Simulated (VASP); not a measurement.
# Si2Mo (I4/mmm) in VASP: a series of runs

Si2Mo is run at these levels: LDA, PBE+D4; tasks: single point.

Everything below comes from runs of VASP 6.6.1. Logs are shortened: lines on timing, memory, paths and dates and some standing lists are left out, and cuts for length are marked.

### 1 The cell of the first run

Symmetry: I4/mmm, No. 139, tetragonal system. The conventional cell has a = 3.129 Å, b = 3.129 Å, c = 7.684 Å, α = 90.00°, β = 90.00°, γ = 90.00°. Within 3.3 Å of Si (site symmetry 4mm) lie 9 Si at 2.54 to 3.13 Å and 5 Mo at 2.55 to 2.57 Å. Mo (site symmetry 4/mmm) has 10 Si at 2.55 to 2.57 Å and 4 Mo at 3.13 Å within 3.4 Å.

### 2 Single point, LDA (12.54 Å³/atom)

INCAR reads:

```
SYSTEM = Si2Mo
PREC = Accurate
ENCUT = 520
EDIFF = 1E-6
ISMEAR = 0
SIGMA = 0.05
LREAL = .False.
LASPH = .True.
NELM = 80
ALGO = Normal
ISIF = 2
LWAVE = .False.
LCHARG = .False.
NBANDS = 18
```

KPOINTS reads:

```
regular mesh
0
Gamma
  10 10 10
  0 0 0
```

POSCAR reads:

```
Si2Mo
1.0
   -1.5646439640      1.5646439640      3.8422300757
    1.5646439640     -1.5646439640      3.8422300757
    1.5646439640      1.5646439640     -3.8422300757
Si Mo
2 1
Direct
    0.3348554778      0.3348554778      0.0000000000
    0.6651445222      0.6651445222      0.0000000000
    0.0000000000      0.0000000000      0.0000000000
```

Potentials or basis: VASP PAW LDA potentials, release 64 (Si, Mo_sv).

Run with:

```sh
> cat potpaw_LDA.64/Si/POTCAR potpaw_LDA.64/Mo_sv/POTCAR > POTCAR
> mpirun -np 1 vasp_std > vasp.out
```

OUTCAR:

```text
SYSTEM = Si2Mo
   PREC = Accurate
   ENCUT = 520
   EDIFF = 1E-6
   ISMEAR = 0
   LREAL = .False.
   LASPH = .True.
   NELM = 80
   ISIF = 2

 ion  position               nearest neighbor table
   1  0.335  0.335  0.000-   2 2.54   3 2.55   3 2.55   3 2.55   3 2.55   2 2.57   2 2.57   2 2.57
                             2 2.57   3 2.57
   2  0.665  0.665  0.000-   1 2.54   3 2.55   3 2.55   3 2.55   3 2.55   1 2.57   1 2.57   1 2.57
                             1 2.57   3 2.57
   3  0.000  0.000  0.000-   2 2.55   2 2.55   2 2.55   1 2.55   2 2.55   1 2.55   1 2.55   1 2.55
                             1 2.57   2 2.57

  LATTYP: Found a body centered tetragonal cell.
 ALAT       =     3.1292879280
 C/A-ratio  =     2.4556577497

  Lattice vectors:

 A1 = (  -1.5646439640,   1.5646439640,   3.8422300757)
 A2 = (   1.5646439640,  -1.5646439640,   3.8422300757)
 A3 = (   1.5646439640,   1.5646439640,  -3.8422300757)

Analysis of symmetry for initial positions (statically):
=====================================================================
 Subroutine PRICEL returns:
 Original cell was already a primitive cell.

 Routine SETGRP: Setting up the symmetry group for a
 body centered tetragonal supercell.

 Subroutine GETGRP returns: Found 16 space group operations
 (whereof 16 operations were pure point group operations)
 out of a pool of 16 trial point group operations.

The static configuration has the point symmetry D_4h.

Analysis of symmetry for dynamics (positions and initial velocities):
=====================================================================
 Subroutine PRICEL returns:
 Original cell was already a primitive cell.

 Routine SETGRP: Setting up the symmetry group for a
 body centered tetragonal supercell.

 Subroutine GETGRP returns: Found 16 space group operations
 (whereof 16 operations were pure point group operations)
 out of a pool of 16 trial point group operations.

The dynamic configuration has the point symmetry D_4h.

 Subroutine INISYM returns: Found 16 space group operations
 (whereof 16 operations are pure point group operations),
 and found     1 'primitive' translations

----------------------------------------------------------------------------------------

                                     Primitive cell

  volume of cell :      37.6248

[... 89 lines left out ...]
   NELM   =     80;   NELMIN=  2; NELMDL= -5     # of ELM steps
   EDIFF  = 0.1E-05   stopping-criterion for ELM
   LREAL  =      F    real-space projection
   EDIFFG = 0.1E-04   stopping-criterion for IOM
   NSW    =      0    number of steps for IOM
   IBRION =     -1    ionic relax: 0-MD 1-quasi-New 2-CG
   NFREE  =      0    steps in history (QN), initial steepest desc. (CG)
   ISIF   =      2    stress and relaxation
   ISYM   =      2    0-nonsym 1-usesym 2-fastsym
   POTIM  = 0.5000    time-step for ionic-motion
   TEBEG  =    0.0;   TEEND  =   0.0 temperature during run
   PSTRESS=    0.0 pullay stress
   NELECT =      22.0000    total number of electrons
   NUPDOWN=      -1.0000    fix difference up-down
   EMIN   =  10.00;   EMAX   =-10.00  energy-range for DOS
   EFERMI =   0.00;   METHOD = LEGACY
   ISMEAR =     0;   SIGMA  =   0.05  broadening in eV -4-tet -1-fermi 0-gaus
   EFERMI_NEDOS =   21; number of points for ismear=-14 and -15
   IALGO  =     38    algorithm
   IMIX   =      4    mixing-type and parameters
     AMIX     =   0.40;   BMIX     =  1.00
     AMIX_MAG =   1.60;   BMIX_MAG =  1.00
  volume/ion in A,a.u.               =      12.54        84.63
  Fermi-wavevector in a.u.,A,eV,Ry     =   1.368961  2.586960 25.498037  1.874053
  Thomas-Fermi vector in A             =   2.494878
   LORBIT       =      0    0 simple, 1 ext, 2 COOP (PROOUT), +10 PAW based schemes
   GGA     = CA    functional components
   LHFCALC =     F    Hartree Fock is set to
   AEXX    =    0.0000 exact exchange contribution
   IVDW    =     0    specifies the selected vdW correction
   LEPSILON=     F    determine dielectric tensor
   LRPA    =     F    only Hartree local field effects (RPA)
 non-spin polarized calculation
 Gauss-broadening in eV      SIGMA  =   0.05
  energy-cutoff  :      520.00
  volume of cell :       37.62
 maximum number of plane-waves:      1030
 NGX is ok and might be reduce to    36
   NGX = 17   NGY = 17   NGZ = 17

 number of electron      22.0000000 magnetization

 Free energy of the ion-electron system (eV)
  ---------------------------------------------------
  ext. energy  EPLUGINS =         0.00000000
  ---------------------------------------------------
  free energy    TOTEN  =       -25.76338946 eV

  energy without entropy =      -25.76279223  energy(sigma->0) =      -25.76309084

 E-fermi :  13.1613     XC(G=0): -12.8710

 val. band max:       13.1439301613   @ k =  -0.2000  -0.3000   0.2000
 cond. band min:      13.1886379382   @ k =   0.5000   0.5000   0.3000
 fundamental gap:      0.0447077769
 Fermi energy:        13.1612501779

 k-point     1 :       0.0000    0.0000    0.0000
  band No.  band energies     occupation
      1     -47.0493      2.00000
      2     -21.4522      2.00000
      3     -21.3193      2.00000
      4     -21.3193      2.00000
      5      -0.6574      2.00000
      6       6.4388      2.00000
[... 481 lines left out ...]
      5       3.5701      2.00000
      6       4.6357      2.00000
[... 10 lines left out ...]
     17      20.6135      0.00000
     18      22.6630      0.00000

 [... further k-points ...]

------------------------ aborting loop because EDIFF is reached ----------------------------------------

  FORCE on cell =-STRESS in cart. coord.  units (eV):
  Direction    XX          YY          ZZ          XY          YZ          ZX
  --------------------------------------------------------------------------------------
  -------------------------------------------------------------------------------------
  Total        2.5272596      2.5272596      2.5280566      0.0000000     -0.0000000      0.0000000
  in kB      107.6182755    107.6182755    107.6522103      0.0000000     -0.0000000      0.0000000
  external PRESSURE =     107.6295871 kB  Pullay stress =       0.0000000 kB

 VOLUME and BASIS-vectors are now :
 -----------------------------------------------------------------------------
  energy-cutoff  :      520.00
  volume of cell :       37.62
      direct lattice vectors                 reciprocal lattice vectors
    -1.564643964  1.564643964  3.842230076     0.000000000  0.319561518  0.130132759
     1.564643964 -1.564643964  3.842230076     0.319561518  0.000000000  0.130132759
     1.564643964  1.564643964 -3.842230076     0.319561518  0.319561518  0.000000000

 POSITION                                       TOTAL-FORCE (eV/Angst)
 -----------------------------------------------------------------------------------
      0.00000      0.00000      2.57318        -0.000000     -0.000000     -0.017589
      0.00000      0.00000      5.11128         0.000000      0.000000      0.017589
      0.00000      0.00000      0.00000         0.000000      0.000000     -0.000000
 -----------------------------------------------------------------------------------
    total drift:                                0.000000      0.000000     -0.000000

  FREE ENERGIE OF THE ION-ELECTRON SYSTEM (eV)
  ---------------------------------------------------
  free  energy   TOTEN  =       -25.7633894616 eV

  energy  without entropy=      -25.7627922274  energy(sigma->0) =      -25.76309084
```

OSZICAR:

```text
N       E                     dE             d eps       ncg     rms          rms(c)
DAV:   1     0.128981062066E+03    0.12898E+03   -0.11288E+04  3672   0.117E+03
DAV:   2    -0.229340912736E+02   -0.15192E+03   -0.14873E+03  4128   0.311E+02
DAV:   3    -0.266198929491E+02   -0.36858E+01   -0.36226E+01  4558   0.434E+01
DAV:   4    -0.266425364064E+02   -0.22643E-01   -0.22625E-01  4254   0.359E+00
DAV:   5    -0.266426854011E+02   -0.14899E-03   -0.14899E-03  4330   0.323E-01    0.258E+01
DAV:   6    -0.259111045255E+02    0.73158E+00   -0.46141E+00  4072   0.157E+01    0.577E+00
DAV:   7    -0.258004661660E+02    0.11064E+00   -0.61736E-01  3968   0.542E+00    0.540E+00
DAV:   8    -0.257641905576E+02    0.36276E-01   -0.89445E-02  4000   0.234E+00    0.358E-01
DAV:   9    -0.257635167201E+02    0.67384E-03   -0.17188E-03  4182   0.358E-01    0.197E-01
DAV:  10    -0.257633953253E+02    0.12139E-03   -0.34303E-04  4100   0.153E-01    0.680E-02
DAV:  11    -0.257633899692E+02    0.53561E-05   -0.43964E-05  4220   0.490E-02    0.176E-02
DAV:  12    -0.257633894616E+02    0.50758E-06   -0.31337E-06  3566   0.105E-02
   1 F= -.25763389E+02 E0= -.25763091E+02  d E =-.597234E-03
```

It took 69 s on 1 thread of Intel Xeon 8259CL, shared host; peak memory 0.21 GiB.

What came out:

```yaml
Free_energy: -25.7634 eV
Pressure: 10.8 GPa
Largest_force: 0.018 eV/Å
Band_gap_on_the_k_mesh: zero (bands 11 and 12 overlap by 0.97 eV)
```

Forces in eV/Å, atoms in the order of the input:
```
Si   0.000  0.000 -0.018
Si   0.000  0.000  0.018
Mo   0.000  0.000  0.000
```

Caveat: the cell stands under pressure.

### 3 Single point, PBE+D4 (12.66 Å³/atom)

This run uses another cell than the first one, of 12.66 Å³/atom.

INCAR reads:

```
SYSTEM = Si2Mo
  PREC = Accurate
  ENCUT = 520
  EDIFF = 1E-6
  ISMEAR = 0
  SIGMA = 0.05
  LREAL = .False.
  LASPH = .True.
  NELM = 80
  ALGO = Normal
  ISIF = 2
  LWAVE = .False.
  LCHARG = .False.
  GGA = PE
  IVDW = 13
  NBANDS = 18
```

KPOINTS is that of step 2.

POSCAR reads:

```
Si2Mo
1.0
   -1.5694144226      1.5694144226      3.8560589298
    1.5694144226     -1.5694144226      3.8560589298
    1.5694144226      1.5694144226     -3.8560589298
Si Mo
2 1
Direct
    0.3343882111      0.3343882111      0.0000000000
    0.6656117889      0.6656117889      0.0000000000
    0.0000000000      0.0000000000      0.0000000000
```

Potentials or basis: VASP PAW PBE potentials, release 64 (Si, Mo_sv).

Run with:

```sh
> cat potpaw_PBE.64/Si/POTCAR potpaw_PBE.64/Mo_sv/POTCAR > POTCAR
> mpirun -np 1 vasp_std > vasp.out
```

OUTCAR:

```text
SYSTEM = Si2Mo
   PREC = Accurate
   ENCUT = 520
   EDIFF = 1E-6
   ISMEAR = 0
   LREAL = .False.
   LASPH = .True.
   NELM = 80
   ISIF = 2
   GGA = PE
   IVDW = 13

 ion  position               nearest neighbor table
   1  0.334  0.334  0.000-   2 2.55   3 2.56   3 2.56   3 2.56   3 2.56   2 2.57   2 2.57   2 2.57
                             2 2.57   3 2.58
   2  0.666  0.666  0.000-   1 2.55   3 2.56   3 2.56   3 2.56   3 2.56   1 2.57   1 2.57   1 2.57
                             1 2.57   3 2.58
   3  0.000  0.000  0.000-   2 2.56   2 2.56   2 2.56   1 2.56   2 2.56   1 2.56   1 2.56   1 2.56
                             1 2.58   2 2.58

  LATTYP: Found a body centered tetragonal cell.
 ALAT       =     3.1388288452
 C/A-ratio  =     2.4570049021

  Lattice vectors:

 A1 = (  -1.5694144226,   1.5694144226,   3.8560589298)
 A2 = (   1.5694144226,  -1.5694144226,   3.8560589298)
 A3 = (   1.5694144226,   1.5694144226,  -3.8560589298)

Analysis of symmetry for initial positions (statically):
=====================================================================
 Subroutine PRICEL returns:
 Original cell was already a primitive cell.

 Routine SETGRP: Setting up the symmetry group for a
 body centered tetragonal supercell.

[... 173 lines left out ...]
 fundamental gap:      0.0509579128
 Fermi energy:        13.0820043875

 k-point     1 :       0.0000    0.0000    0.0000
  band No.  band energies     occupation
      1     -47.4981      2.00000
      2     -21.7010      2.00000
      3     -21.5778      2.00000
      4     -21.5778      2.00000
      5      -0.7424      2.00000
      6       6.4008      2.00000
[... 481 lines left out ...]
      5       3.4798      2.00000
      6       4.5641      2.00000
[... 10 lines left out ...]
     17      20.4659      0.00000
     18      22.5133      0.00000

 [... further k-points ...]

------------------------ aborting loop because EDIFF is reached ----------------------------------------

  DFT-D4 for vdW energy calculation

  Edisp (eV):   -1.74896

  FORCE on cell =-STRESS in cart. coord.  units (eV):
  Direction    XX          YY          ZZ          XY          YZ          ZX
  --------------------------------------------------------------------------------------
  -------------------------------------------------------------------------------------
  Total       2.38672     2.38672     2.36780     0.00000     0.00000     0.00000
  in kB     100.65455   100.65455    99.85642     0.00000     0.00000     0.00000
  external pressure =      100.39 kB  Pullay stress =        0.00 kB

 VOLUME and BASIS-vectors are now :
 -----------------------------------------------------------------------------
  energy-cutoff  :      520.00
  volume of cell :       37.99
      direct lattice vectors                 reciprocal lattice vectors
    -1.569414423  1.569414423  3.856058930     0.000000000  0.318590165  0.129666068
     1.569414423 -1.569414423  3.856058930     0.318590165  0.000000000  0.129666068
     1.569414423  1.569414423 -3.856058930     0.318590165  0.318590165  0.000000000

 POSITION                                       TOTAL-FORCE (eV/Angst)
 -----------------------------------------------------------------------------------
      0.00000      0.00000      2.57884        -0.000000     -0.000000     -0.009550
      0.00000      0.00000      5.13328         0.000000      0.000000      0.009550
      0.00000      0.00000      0.00000         0.000000      0.000000      0.000000
 -----------------------------------------------------------------------------------
    total drift:                                0.000000     -0.000000     -0.000000

  FREE ENERGIE OF THE ION-ELECTRON SYSTEM (eV)
  ---------------------------------------------------
  free  energy   TOTEN  =       -24.8715320430 eV

  energy  without entropy=      -24.8709830627  energy(sigma->0) =      -24.87125755
```

OSZICAR:

```text
N       E                     dE             d eps       ncg     rms          rms(c)
DAV:   1     0.121068406028E+03    0.12107E+03   -0.11389E+04  3688   0.117E+03
DAV:   2    -0.208577627447E+02   -0.14193E+03   -0.13911E+03  4394   0.302E+02
DAV:   3    -0.239600851730E+02   -0.31023E+01   -0.30700E+01  4584   0.392E+01
DAV:   4    -0.239757636070E+02   -0.15678E-01   -0.15672E-01  4322   0.312E+00
DAV:   5    -0.239758694930E+02   -0.10589E-03   -0.10588E-03  4272   0.265E-01    0.245E+01
DAV:   6    -0.232588500203E+02    0.71702E+00   -0.49418E+00  3880   0.151E+01    0.584E+00
DAV:   7    -0.231551115176E+02    0.10374E+00   -0.68553E-01  3836   0.510E+00    0.514E+00
DAV:   8    -0.231232147697E+02    0.31897E-01   -0.86377E-02  3974   0.225E+00    0.443E-01
DAV:   9    -0.231226321939E+02    0.58258E-03   -0.16461E-03  4258   0.337E-01    0.233E-01
DAV:  10    -0.231225802681E+02    0.51926E-04   -0.41903E-04  4164   0.171E-01    0.543E-02
DAV:  11    -0.231225727539E+02    0.75142E-05   -0.99995E-05  4072   0.740E-02    0.279E-02
DAV:  12    -0.231225724756E+02    0.27828E-06   -0.13377E-05  3964   0.258E-02    0.973E-03
DAV:  13    -0.231225715579E+02    0.91765E-06   -0.16524E-06  2422   0.107E-02
   1 F= -.24871532E+02 E0= -.24871258E+02  d E =-.548980E-03
```

It took 2.1 min on 1 thread of Intel Xeon 8259CL, shared host; peak memory 0.24 GiB.

Results:

| Item | Value |
| --- | --- |
| Free energy | -24.8715 eV |
| Pressure | 10.0 GPa |
| Largest force | 0.010 eV/Å |
| Band gap on the k mesh | zero (bands 11 and 12 overlap by 0.99 eV) |
| Dispersion energy per atom | -0.583 eV |

Forces on the atoms (eV/Å):
```
Si   0.000  0.000 -0.010
Si   0.000  0.000  0.010
Mo   0.000  0.000  0.000
```

Stress tensor (GPa, compression positive):
```
10.07  0.00  0.00
 0.00 10.07  0.00
 0.00  0.00  9.99
```

Caveat: the cell stands under pressure.

[end of part 1 of 2]

The gap in the log of VASP goes by the Fermi energy; the results here count the filled bands.